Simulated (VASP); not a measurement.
# ZrS (I4/mmm) in VASP: single point with PBEsol

Aim: the single point of ZrS with PBEsol.

Program: VASP 6.6.1. These are calculated values, not measurements. Logs are shortened: lines on timing, memory, paths and dates and some standing lists are left out, and cuts for length are marked.

### 1 The cell of the first run

The structure is tetragonal, space group I4/mmm (No. 139). The conventional cell has a = 3.763 Å, b = 3.763 Å, c = 5.129 Å, α = 90.00°, β = 90.00°, γ = 90.00°. Zr (site symmetry 4/mmm) has 6 S at 2.56 to 2.66 Å within 3.4 Å. S (site symmetry 4/mmm) has 6 Zr at 2.56 to 2.66 Å within 3.4 Å.

### 2 Single point, PBEsol (biaxial strain in the a-b plane: +3.0 %, then relaxed in part)

INCAR

```
SYSTEM = ZrS
ALGO = Normal ; EDIFF = 1E-6
ENCUT = 520 ; GGA = PS
ISIF = 2 ; ISMEAR = 0
LASPH = .TRUE. ; LCHARG = .FALSE.
LREAL = .FALSE. ; LWAVE = .FALSE.
NBANDS = 26 ; NELM = 80
PREC = Accurate ; SIGMA = 0.1
```

KPOINTS

```
k-points
0
G
  14 14 10
  0 0 0
```

POSCAR

```
ZrS
1.0
    2.6605676112      2.6605676112      0.0000000000
   -2.6605676112      2.6605676112      0.0000000000
    0.0000000000      0.0000000000      5.1291036327
Zr S
2 2
Direct
    0.0000000000      0.0000000000      0.0000000000
    0.5000000000      0.5000000000      0.5000000000
    0.5000000000      0.5000000000      0.0000000000
    0.0000000000      0.0000000000      0.5000000000
```

Potentials or basis: VASP PAW PBE potentials, release 64 (Zr_sv, S).

The run is started by

```console
> cat potpaw_PBE.64/Zr_sv/POTCAR potpaw_PBE.64/S/POTCAR > POTCAR
> mpirun -np 1 vasp_std > vasp.out
```

OUTCAR:

```text
SYSTEM = ZrS
   EDIFF = 1E-6
   ENCUT = 520
   GGA = PS
   ISIF = 2
   ISMEAR = 0
   LASPH = .TRUE.
   LREAL = .FALSE.
   NELM = 80
   PREC = Accurate

 ion  position               nearest neighbor table
   1  0.000  0.000  0.000-   4 2.56   4 2.56   3 2.66   3 2.66   3 2.66   3 2.66   2 3.70   2 3.70
                             2 3.70   2 3.70   2 3.70   2 3.70   2 3.70   2 3.70
   2  0.500  0.500  0.500-   3 2.56   3 2.56   4 2.66   4 2.66   4 2.66   4 2.66   1 3.70   1 3.70
                             1 3.70   1 3.70   1 3.70   1 3.70   1 3.70   1 3.70
   3  0.500  0.500  0.000-   2 2.56   2 2.56   1 2.66   1 2.66   1 2.66   1 2.66
   4  0.000  0.000  0.500-   1 2.56   1 2.56   2 2.66   2 2.66   2 2.66   2 2.66

  LATTYP: Found a simple tetragonal cell.
 ALAT       =     3.7626107994
 C/A-ratio  =     1.3631767691

  Lattice vectors:

 A1 = (   2.6605676112,   2.6605676112,   0.0000000000)
 A2 = (  -2.6605676112,   2.6605676112,   0.0000000000)
 A3 = (   0.0000000000,   0.0000000000,   5.1291036327)

Analysis of symmetry for initial positions (statically):
=====================================================================
 Subroutine PRICEL returns following result:

  LATTYP: Found a body centered tetragonal cell.
 ALAT       =     3.7626107994
 C/A-ratio  =     1.3631767691

  Lattice vectors:

 A1 = (   0.0000000000,  -2.6605676112,  -2.5645518163)
 A2 = (   0.0000000000,   2.6605676112,  -2.5645518164)
 A3 = (   2.6605676112,   0.0000000000,   2.5645518163)

   2 primitive cells build up your supercell.

 Routine SETGRP: Setting up the symmetry group for a
 simple tetragonal supercell.

 Subroutine GETGRP returns: Found 16 space group operations
 (whereof 16 operations were pure point group operations)
 out of a pool of 16 trial point group operations.

The static configuration has the point symmetry D_4h.

Analysis of symmetry for dynamics (positions and initial velocities):
=====================================================================
 Subroutine PRICEL returns following result:

  LATTYP: Found a body centered tetragonal cell.
 ALAT       =     3.7626107994
 C/A-ratio  =     1.3631767691

  Lattice vectors:

 A1 = (   0.0000000000,  -2.6605676112,  -2.5645518163)
 A2 = (   0.0000000000,   2.6605676112,  -2.5645518164)
 A3 = (   2.6605676112,   0.0000000000,   2.5645518163)

   2 primitive cells build up your supercell.

 Routine SETGRP: Setting up the symmetry group for a
 simple tetragonal supercell.

 Subroutine GETGRP returns: Found 16 space group operations
 (whereof 16 operations were pure point group operations)
 out of a pool of 16 trial point group operations.

The dynamic configuration has the point symmetry D_4h.

 Subroutine INISYM returns: Found 16 space group operations
 (whereof 16 operations are pure point group operations),
 and found     2 'primitive' translations

----------------------------------------------------------------------------------------

                                     Primitive cell

  volume of cell :      36.3070

  direct lattice vectors                    reciprocal lattice vectors
     0.000000000 -2.660567611 -2.564551816     0.187929823 -0.187929823 -0.194965840
     0.000000000  2.660567611 -2.564551816     0.187929823  0.187929823 -0.194965840
     2.660567611  0.000000000  2.564551816     0.375859646  0.000000000  0.000000000

  length of vectors
     3.695341125  3.695341125  3.695341125     0.329616316  0.329616316  0.375859646

  position of ions in fractional coordinates (direct lattice)
     0.000000000  0.000000000  0.000000000
     0.500000000  0.500000000  0.000000000

  ion indices of the primitive-cell ions
   primitive index   ion index
                 1           1
                 2           4

----------------------------------------------------------------------------------------

 KPOINTS: k-points

Automatic generation of k-mesh.
 Grid dimensions read from file:
 generate k-points for:   14   14   10

 Generating k-lattice:

  Cartesian coordinates                     Fractional coordinates (reciprocal lattice)
     0.013423559  0.013423559  0.000000000     0.071428571  0.000000000  0.000000000
    -0.013423559  0.013423559  0.000000000     0.000000000  0.071428571  0.000000000
     0.000000000  0.000000000  0.019496584     0.000000000  0.000000000  0.100000000

  Length of vectors
     0.018983779  0.018983779  0.019496584

  Shift w.r.t. Gamma in fractional coordinates (k-lattice)
     0.000000000  0.000000000  0.000000000

 Subroutine IBZKPT returns following result:
 ===========================================

 Found    216 irreducible k-points:

 Following reciprocal coordinates:
            Coordinates               Weight
  0.000000  0.000000  0.000000      1.000000
  0.071429  0.000000  0.000000      4.000000
  0.142857  0.000000  0.000000      4.000000
  0.214286  0.000000  0.000000      4.000000
  0.285714  0.000000  0.000000      4.000000
  0.357143  0.000000  0.000000      4.000000
[... 16 lines left out ...]
  0.285714  0.214286  0.000000      8.000000
  0.357143  0.214286  0.000000      8.000000
 [... further k-points ...]
   k-points           NKPTS =    216   k-points in BZ     NKDIM =    216   number of bands    NBANDS=     26
   number of dos      NEDOS =    301   number of ions     NIONS =      4
   total plane-waves  NPLWV =  31360
   dimension x,y,z NGX =    28 NGY =   28 NGZ =   40
   dimension x,y,z NGXF=    56 NGYF=   56 NGZF=   80
   ions per type =               2   2
   NGX,Y,Z   is equivalent  to a cutoff of  12.37, 12.37, 12.96 a.u.
   NGXF,Y,Z  is equivalent  to a cutoff of  24.74, 24.74, 25.93 a.u.
 SYSTEM =  ZrS
   PREC   = accura    normal or accurate (medium, high low for compatibility)
   ISTART =      0    job   : 0-new  1-cont  2-samecut
   ICHARG =      2    charge: 1-file 2-atom 10-const
   ISPIN  =      1    spin polarized calculation?
   LNONCOLLINEAR =      F non collinear calculations
   LSORBIT =      F    spin-orbit coupling
   LASPH  =      T    aspherical Exc in radial PAW
   ENCUT  =  520.0 eV  38.22 Ry    6.18 a.u.   7.00  7.00  9.54*2*pi/ulx,y,z
   NELM   =     80;   NELMIN=  2; NELMDL= -5     # of ELM steps
   EDIFF  = 0.1E-05   stopping-criterion for ELM
   LREAL  =      F    real-space projection
   EDIFFG = 0.1E-04   stopping-criterion for IOM
   NSW    =      0    number of steps for IOM
   IBRION =     -1    ionic relax: 0-MD 1-quasi-New 2-CG
   NFREE  =      0    steps in history (QN), initial steepest desc. (CG)
   ISIF   =      2    stress and relaxation
   ISYM   =      2    0-nonsym 1-usesym 2-fastsym
   POTIM  = 0.5000    time-step for ionic-motion
   TEBEG  =    0.0;   TEEND  =   0.0 temperature during run
   PSTRESS=    0.0 pullay stress
   NELECT =      36.0000    total number of electrons
   NUPDOWN=      -1.0000    fix difference up-down
   EMIN   =  10.00;   EMAX   =-10.00  energy-range for DOS
   EFERMI =   0.00;   METHOD = LEGACY
   ISMEAR =     0;   SIGMA  =   0.10  broadening in eV -4-tet -1-fermi 0-gaus
   EFERMI_NEDOS =   21; number of points for ismear=-14 and -15
   IALGO  =     38    algorithm
   IMIX   =      4    mixing-type and parameters
     AMIX     =   0.40;   BMIX     =  1.00
     AMIX_MAG =   1.60;   BMIX_MAG =  1.00
  volume/ion in A,a.u.               =      18.15       122.51
  Fermi-wavevector in a.u.,A,eV,Ry     =   1.295694  2.448506 22.841758  1.678822
  Thomas-Fermi vector in A             =   2.427197
   LORBIT       =      0    0 simple, 1 ext, 2 COOP (PROOUT), +10 PAW based schemes
   GGA     = PS    functional components
   LHFCALC =     F    Hartree Fock is set to
   AEXX    =    0.0000 exact exchange contribution
   IVDW    =     0    specifies the selected vdW correction
   LEPSILON=     F    determine dielectric tensor
   LRPA    =     F    only Hartree local field effects (RPA)
 non-spin polarized calculation
 Gauss-broadening in eV      SIGMA  =   0.10
  energy-cutoff  :      520.00
  volume of cell :       72.61
 maximum number of plane-waves:      1980
 NGX is ok and might be reduce to    28
   NGX = 13   NGY = 13   NGZ = 19

 number of electron      35.9999995 magnetization

 Free energy of the ion-electron system (eV)
  ---------------------------------------------------
  ext. energy  EPLUGINS =         0.00000000
  ---------------------------------------------------
  free energy    TOTEN  =       -32.90393485 eV

  energy without entropy =      -32.89104248  energy(sigma->0) =      -32.89748866

 E-fermi :  10.5407     XC(G=0): -11.4411

 val. band max:       10.5398979948   @ k =   0.0714   0.0714   0.0000
 cond. band min:      10.5443740276   @ k =   0.4286   0.0000   0.2000
 fundamental gap:      0.0044760328
 Fermi energy:        10.5406967908

 k-point     1 :       0.0000    0.0000    0.0000
  band No.  band energies     occupation
      1     -39.3358      2.00000
      2     -39.2991      2.00000
      3     -17.6226      2.00000
      4     -17.4451      2.00000
      5     -17.4451      2.00000
      6     -17.3480      2.00000
[... 18 lines left out ...]
     25      12.8714      0.00000
     26      12.9828      0.00000

 k-point     2 :       0.0714    0.0000    0.0000
  band No.  band energies     occupation
      1     -39.3350      2.00000
      2     -39.2992      2.00000
      3     -17.6186      2.00000
      4     -17.4517      2.00000
      5     -17.4426      2.00000
      6     -17.3509      2.00000
[... 18 lines left out ...]
     25      12.8155      0.00000
     26      12.8322      0.00000

 k-point     3 :       0.1429    0.0000    0.0000
  band No.  band energies     occupation
      1     -39.3327      2.00000
      2     -39.2995      2.00000
      3     -17.6069      2.00000
      4     -17.4701      2.00000
      5     -17.4355      2.00000
      6     -17.3629      2.00000
[... 572 lines left out ...]
 k-point    23 :       0.2857    0.2143    0.0000
  band No.  band energies     occupation
      1     -39.3193      2.00000
      2     -39.3013      2.00000
      3     -17.5409      2.00000
      4     -17.5227      2.00000
      5     -17.4780      2.00000
      6     -17.4380      2.00000
[... 18 lines left out ...]
     25      12.9213      0.00000
     26      13.0237      0.00000

 k-point    24 :       0.3571    0.2143    0.0000
  band No.  band energies     occupation
      1     -39.3151      2.00000
      2     -39.3026      2.00000
      3     -17.5431      2.00000
      4     -17.5182      2.00000
      5     -17.5124      2.00000
      6     -17.4248      2.00000
[... 18 lines left out ...]
     25      12.9426      0.00000
     26      13.3835      0.00000

 [... further k-points ...]
[... 5 lines left out ...]
  --------------------------------------------------------------------------------------
  -------------------------------------------------------------------------------------
  Total       -4.2747214     -4.2747214      0.1085440      0.0000000     -0.0000000      0.0000000
  in kB      -94.3188127    -94.3188127      2.3949497      0.0000000     -0.0000000      0.0000000
  external PRESSURE =     -62.0808919 kB  Pullay stress =       0.0000000 kB

 VOLUME and BASIS-vectors are now :
 -----------------------------------------------------------------------------
  energy-cutoff  :      520.00
  volume of cell :       72.61
      direct lattice vectors                 reciprocal lattice vectors
     2.660567611  2.660567611  0.000000000     0.187929823  0.187929823  0.000000000
    -2.660567611  2.660567611  0.000000000    -0.187929823  0.187929823  0.000000000
     0.000000000  0.000000000  5.129103633     0.000000000  0.000000000  0.194965840

 POSITION                                       TOTAL-FORCE (eV/Angst)
 -----------------------------------------------------------------------------------
      0.00000      0.00000      0.00000        -0.000000     -0.000000     -0.000000
      0.00000      2.66057      2.56455         0.000000      0.000000      0.000000
      0.00000      2.66057      0.00000        -0.000000     -0.000000     -0.000000
      0.00000      0.00000      2.56455        -0.000000     -0.000000     -0.000000
 -----------------------------------------------------------------------------------
    total drift:                               -0.000000      0.000000      0.000000

  FREE ENERGIE OF THE ION-ELECTRON SYSTEM (eV)
  ---------------------------------------------------
  free  energy   TOTEN  =       -32.9039348451 eV

  energy  without entropy=      -32.8910424759  energy(sigma->0) =      -32.89748866
```

It took 7.3 min on 1 thread of Intel Xeon 6975P-C, shared host; peak memory 0.42 GiB.

Results:

* Free energy: -32.9039 eV
* Pressure: -6.2 GPa
* Band gap on the k mesh: zero (band 18 reaches 11.94 eV, above the bottom of band 19 at 9.08 eV)

Stress tensor (GPa, compression positive):
```
-9.43  0.00  0.00
 0.00 -9.43  0.00
 0.00  0.00  0.24
```

Levels at points of the mesh, in eV from the Fermi level:
| k point | band 14 | band 15 | band 16 | band 17 | band 18 | band 19 | band 20 | band 21 | band 22 | band 23 |
| --- | --- | --- | --- | --- | --- | --- | --- | --- | --- | --- |
| (0.00, 0.00, 0.00) | -3.52 | -3.52 | -3.43 | -3.41 | -1.46 | -1.46 | -1.08 | -0.74 | -0.67 | 0.64 |
| (0.50, 0.00, 0.00) | -5.71 | -5.40 | -5.40 | 0.24 | 0.24 | 0.55 | 0.55 | 1.27 | 1.27 | 1.64 |
| (0.50, 0.50, 0.00) | -4.39 | -4.36 | -4.36 | -3.43 | -3.43 | 0.44 | 0.44 | 2.26 | 2.26 | 2.47 |
| (0.00, 0.00, 0.50) | -4.48 | -4.48 | -4.48 | -2.46 | -2.46 | -0.12 | -0.12 | 1.38 | 1.38 | 1.43 |
| (0.50, 0.00, 0.50) | -5.96 | -5.92 | -5.92 | 1.40 | 1.40 | 1.55 | 1.55 | 1.80 | 1.80 | 1.88 |
| (0.50, 0.50, 0.50) | -5.97 | -5.97 | -5.97 | 0.32 | 0.32 | 0.32 | 0.32 | 1.67 | 1.67 | 2.18 |

Caveat: the cell differs from its parent crystal (biaxial strain in the a-b plane: +3.0 %, then relaxed in part); the PAW data sets were made with another functional, which shifts forces and pressure a little.
